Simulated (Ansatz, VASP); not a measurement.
# Pd: VASP beside Ansatz

```xyz
1
Lattice="0.0000 2.0227 1.8671 2.0227 0.0000 1.8671 2.0227 2.0227 0.0000" Properties=species:S:1:pos:R:3 pbc="T T T"
Pd    0.0000    0.0000    0.0000
```

Change from the starting cell: strain +0.040 along x and y, -0.040 along z, atoms carried along.

Alike in both runs: task single point; functional PBEsol; k mesh 20 × 20 × 20; occupations gaussian, width 0.15 eV; no spin polarisation.

|  | VASP | Ansatz |
| --- | --- | --- |
| version | VASP 6.6.1 | Ansatz 0.2.0 |
| potentials or method | VASP PAW PBE potentials, release 64 (Pd), cutoff 520 eV | scalar-relativistic, plane waves, PAW |
| valence electrons in the cell | 10 | 18 |

|  | VASP | Ansatz | Ansatz less VASP |
| --- | --- | --- | --- |
| gap on the k mesh at the Fermi level (eV) | none | none | - |
| pressure (GPa) | -8.7 | -8.4 | +0.27 |
| traceless stress, the component that is largest in VASP (GPa) | 1.76 | 1.77 | +0.013 |

VASP's potentials were made for PBE, not for PBEsol. A gap of «none» marks a metal or a gap that the smearing closes. VASP's potentials hold 10 valence electrons a cell and Ansatz's 18, so a difference there can come from the potentials and not from the codes.
